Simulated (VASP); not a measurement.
The system is Se.

```
Se
1.0
     4.97645    0.00000    0.00000
    -2.48822    4.30973    0.00000
     0.00000    0.00000    3.05056
Se
3
Direct
  0.00000 0.00000 0.00000
  0.33333 0.66667 0.50000
  0.66667 0.33333 0.50000
```

This isn't the form of Se at room conditions, which is trigonal, of chains.

| Item | Value |
| --- | --- |
| Program | VASP 6.6.1 |
| Task | relaxation of cell and atoms |
| Functional | RPBE |
| Potentials or basis | VASP PAW PBE potentials, release 64 (Se) |
| Cutoff | 600 eV |
| k mesh | 7 × 7 × 10 |
| Occupations | fermi-dirac, width 0.1 eV |
| Spin | no spin polarisation |

At the start: pressure -1.5 GPa; volume 21.81 Å³/atom.

Task: Where does the relaxation end?

Result: Over 27 steps the energy falls by 26.0 meV/atom and the volume is 22.12 Å³/atom (+1.4 %); space group P6/mmm (No. 191, to 0.1 Å) before and after.

Step by step:
| step | energy change (eV) | largest force (eV/Å) | pressure (GPa) | volume (Å³) |
| --- | --- | --- | --- | --- |
| 1 | 0.0000 | 0.0000 | -1.45 | 65.43 |
| 2 | -0.0075 | 0.0000 | 0.25 | 63.57 |
| 3 | -0.0076 | 0.0000 | 0.03 | 63.80 |
| 4 | -0.0081 | 0.0000 | 0.04 | 63.79 |
| 5 | -0.0103 | 0.0000 | 0.08 | 63.76 |
| 6 | -0.0177 | 0.0000 | 0.22 | 63.68 |
| 7 | -0.0370 | 0.0000 | 0.71 | 63.48 |
| 8 | -0.0529 | 0.0000 | 2.51 | 62.94 |
| 9 | -0.0537 | 0.0000 | 2.28 | 63.00 |
| 10 | -0.0535 | 0.0000 | 2.36 | 62.98 |
| 11 | -0.0535 | 0.0000 | 2.38 | 62.98 |
| 12 | -0.0536 | 0.0000 | 2.38 | 62.98 |
| 13 | -0.0538 | 0.0000 | 2.40 | 62.99 |
| 14 | -0.0540 | 0.0000 | 2.46 | 63.01 |
| 15 | -0.0542 | 0.0000 | 2.56 | 63.04 |
| 16 | -0.0546 | 0.0000 | 2.54 | 63.06 |
| 17 | -0.0557 | 0.0000 | 2.47 | 63.14 |
| 18 | -0.0580 | 0.0000 | 2.33 | 63.30 |
| 19 | -0.0620 | 0.0000 | 2.04 | 63.61 |
| 20 | -0.0687 | 0.0000 | 1.50 | 64.24 |
| 21 | -0.0764 | 0.0000 | 0.51 | 65.50 |
| 22 | -0.0723 | 0.0000 | -1.18 | 68.07 |
| 23 | -0.0778 | 0.0000 | -0.11 | 66.39 |
| 24 | -0.0778 | 0.0000 | -0.07 | 66.32 |
| 25 | -0.0778 | 0.0000 | -0.06 | 66.32 |
| 26 | -0.0779 | 0.0000 | -0.04 | 66.34 |
| 27 | -0.0780 | 0.0000 | 0.00 | 66.37 |

Final structure:
```
Se
1.0
     4.70941    0.00000    0.00000
    -2.35471    4.07847    0.00000
     0.00000    0.00000    3.45522
Se
3
Cartesian
  0.0000 0.0000 0.0000
  0.0000 2.7190 1.7276
  2.3547 1.3595 1.7276
```

Caveat: the PAW data sets were made with another functional, which shifts forces and pressure a little.
